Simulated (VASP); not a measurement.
Input of a VASP 6.6.1 run:

Contents of INCAR:

```
PREC     = Accurate       # precision mode
ENCUT    = 600            # plane-wave cutoff, eV
EDIFF    = 1E-7           # SCF threshold, eV
ISMEAR   = 0              # smearing method
SIGMA    = 0.2            # smearing width, eV
LREAL    = False          # projectors in reciprocal space
LASPH    = True           # aspherical terms in the spheres
NELM     = 80             # most SCF steps
ALGO     = Fast           # electronic algorithm
ISIF     = 3              # what is computed and relaxed
LWAVE    = False          # write WAVECAR
LCHARG   = False          # write CHGCAR
GGA      = PE             # functional
IBRION   = 2              # ionic algorithm
NSW      = 80             # ionic steps
EDIFFG   = -0.025         # ionic threshold
```

The input KPOINTS:

```
Automatic mesh
0
Gamma
  6 6 2
```

Contents of POSCAR:

```
Ta5F2
1.0
    3.2609696451     -0.0416924918     -0.0196262855
   -0.0416924918      3.3409690321      0.0126504469
   -0.0602974758      0.0388657355     10.0280006643
Ta F
5 2
Direct
    0.5064495523      0.5076764846      0.1635403446
    0.5109724803      0.5170316973      0.8358961357
   -0.0089495306      0.0061125116      0.0071835199
   -0.0019097659     -0.0071939696      0.3254438039
    0.0041818577     -0.0166317339      0.6703831125
   -0.0045311670      0.5097661726      0.4968727799
    0.4937865732     -0.0167611626      0.5006803034
```

Potentials or basis: VASP PAW PBE potentials, release 64 (Ta_pv, F).

The run is started by

```sh
$ cat potpaw_PBE.64/Ta_pv/POTCAR potpaw_PBE.64/F/POTCAR > POTCAR
$ mpirun -np 1 vasp_std > vasp.out
```

Q: What does it give for the space group after relaxing (to 0.1 Å)?

A: P4/mmm (No. 123).

Q: Estimate the relaxed cell.

A: a = 3.274 Å, b = 3.279 Å, c = 10.111 Å, α = 90.03°, β = 89.96°, γ = 89.99°.

Step by step:
```tsv
step	energy change (eV)	largest force (eV/Å)	pressure (GPa)	volume (Å³)
1	0.0000	1.1340	-0.13	109.23
2	-0.1522	0.3974	-0.60	109.00
3	-0.1547	0.4618	-0.60	108.96
4	-0.1740	0.2177	1.08	108.00
5	-0.1741	0.2237	1.23	107.91
6	-0.1792	0.1410	-1.16	109.25
7	-0.1813	0.1495	-0.34	108.78
8	-0.1844	0.0739	-0.04	108.58
9	-0.1846	0.1058	0.05	108.52
10	-0.1855	0.0383	0.01	108.55
11	-0.1856	0.0481	-0.01	108.57
12	-0.1859	0.0162	0.00	108.56
```
